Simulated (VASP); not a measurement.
A run of VASP 6.6.1:

File INCAR:

```
ALGO = Normal
EDIFF = 1E-7
ENCUT = 520
GGA = PS
ISIF = 2
ISMEAR = 0
LASPH = T
LCHARG = F
LREAL = F
LWAVE = F
NBANDS = 18
NELM = 60
PREC = Accurate
SIGMA = 0.1
```

File KPOINTS:

```
k-points
0
Gamma
  15 15 8
```

POSCAR

```
Sc
1.0
    3.2769193512      0.0000000000      0.0000000000
   -1.6384596756      2.8378954043      0.0000000000
    0.0000000000      0.0000000000      5.0825078102
Sc
2
Direct
    0.3333333333      0.6666666667      0.2500000000
    0.6666666667      0.3333333333      0.7500000000
```

Potentials or basis: VASP PAW PBE potentials, release 64 (Sc_sv).

Command:

```console
$ cat potpaw_PBE.64/Sc_sv/POTCAR > POTCAR
$ mpirun -np 1 vasp_std > vasp.out
```

Hardware: 1 thread of Intel(R) Xeon(R) Platinum 8488C (Sapphire Rapids) (shared host).

Question: Estimate the wall time of this run.

Answer: Run time: 82 s on 1 thread of Intel(R) Xeon(R) Platinum 8488C (Sapphire Rapids), on a shared host, peak memory 0.22 GiB. Counts: scf iterations 14, k points 135.
